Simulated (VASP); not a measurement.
ZrCu, 2 atoms in the cell. The structure is cubic, space group Pm-3m (No. 221). Conventional cell: a = 3.275 Å, b = 3.275 Å, c = 3.275 Å, α = 90.00°, β = 90.00°, γ = 90.00°. Zr (site symmetry m-3m) has 8 Cu at 2.84 Å and 6 Zr at 3.27 Å within 3.7 Å. Cu (site symmetry m-3m) has 8 Zr at 2.84 Å and 6 Cu at 3.27 Å within 3.7 Å. 

- Program: VASP 6.6.1
- Task: single point
- Functional: r2SCAN
- Potentials or basis: VASP PAW PBE potentials, release 64 (Zr_sv, Cu)
- Cutoff: 520 eV
- k mesh: 7 × 7 × 7
- Occupations: methfessel-paxton, width 0.05 eV
- Spin: no spin polarisation
- Dipole correction: no
- Further INCAR settings: ALGO = Normal; EDIFF = 1e-06; NBANDS = 18

Potentials or basis: VASP PAW PBE potentials, release 64 (Zr_sv, Cu).

Run with:

```sh
$ cat potpaw_PBE.64/Zr_sv/POTCAR potpaw_PBE.64/Cu/POTCAR > POTCAR
$ cp INCAR.step1 INCAR
$ mpirun -np 1 vasp_std > vasp.out
$ cp INCAR.step2 INCAR
$ mpirun -np 1 vasp_std > vasp.out
```

Hardware: 1 thread of Intel(R) Xeon(R) 6975P-C (Granite Rapids), with other jobs on the host.

Q: How long does it take, and how much memory?

A: It took 19 s on 1 thread of Intel(R) Xeon(R) 6975P-C (Granite Rapids) (shared host), peak memory 0.14 GiB. Counts: k points 20.
